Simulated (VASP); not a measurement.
A run of VASP 6.6.1:

INCAR

```
SYSTEM = CdSe
PREC     = Accurate       ! precision mode
ENCUT    = 520            ! plane-wave cutoff, eV
EDIFF    = 1E-7           ! SCF threshold, eV
ISMEAR   = -1             ! smearing method
SIGMA    = 0.08           ! smearing width, eV
LREAL    = .FALSE.        ! projectors in reciprocal space
LASPH    = .TRUE.         ! aspherical terms in the spheres
NELM     = 60             ! most SCF steps
ALGO     = Normal         ! electronic algorithm
ISIF     = 2              ! what is computed and relaxed
LWAVE    = .FALSE.        ! write WAVECAR
LCHARG   = .FALSE.        ! write CHGCAR
GGA      = PE             ! functional
NBANDS   = 26             ! bands
```

Contents of KPOINTS:

```
regular mesh
0
G
  10 10 6
  0 0 0
```

Contents of POSCAR:

```
CdSe
1.0
    3.8358021969      0.0000000000      0.0000000000
   -1.9179010984      3.3219021464      0.0000000000
    0.0000000000      0.0000000000      6.4523918620
Cd Se
2 2
Direct
    0.0000000000      0.0000000000      0.0000000000
    0.0000000000      0.0000000000      0.5000000000
    0.3333333333      0.6666666667      0.2500000000
    0.6666666667      0.3333333333      0.7500000000
```

Potentials or basis: VASP PAW PBE potentials, release 64 (Cd, Se).

Command:

```console
$ cat potpaw_PBE.64/Cd/POTCAR potpaw_PBE.64/Se/POTCAR > POTCAR
$ mpirun -np 1 vasp_std > vasp.out
```

Hardware: 1 thread of Intel(R) Xeon(R) Platinum 8559C (Emerald Rapids) (shared host).

**Question.** Estimate the wall time of this run.

**Answer.** It took 83 s on 1 thread of Intel(R) Xeon(R) Platinum 8559C (Emerald Rapids), on a shared host, peak memory 0.25 GiB. Counts: scf iterations 15, k points 56.
